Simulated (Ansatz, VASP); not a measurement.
Two plane-wave programs on Al3B2Sb

```
CELL_PARAMETERS angstrom
4.98609 0.00000 0.00000
-2.49305 4.31808 0.00000
0.00000 0.00000 6.09092
ATOMIC_POSITIONS crystal
Al 0.50000 0.00000 0.35904
Al 0.00000 0.50000 0.35904
Al 0.50000 0.50000 0.35904
B 0.00000 0.00000 0.22559
B 0.00000 0.00000 0.49284
Sb 0.00000 0.00000 0.85920
```

Alike in both runs: functional PBE; k mesh 6 × 6 × 4; occupations gaussian, width 0.1 eV; no spin polarisation.

Ansatz relaxed the structure, and its values are those at the end. VASP's run is a single point on that final structure, the one shown.

|  | VASP | Ansatz |
| --- | --- | --- |
| version | VASP 6.6.1 | Ansatz 0.2.0 |
| potentials or method | VASP PAW PBE potentials, release 64 (Al, B, Sb), cutoff 520 eV | scalar-relativistic, plane waves, PAW |
| valence electrons in the cell | 20 | 30 |

```csv
,VASP,Ansatz,Ansatz less VASP
gap on the k mesh at the Fermi level (eV),none,none,-
pressure (GPa),-0.1,-0.2,-0.05
rms of the force components (eV/Å),0.014,0.002,-0.0118
```

A gap of «none» marks a metal or a gap that the smearing closes. VASP's potentials hold 20 valence electrons a cell and Ansatz's 30, so a difference there can come from the potentials and not from the codes.

Spin-orbit coupling is off throughout.
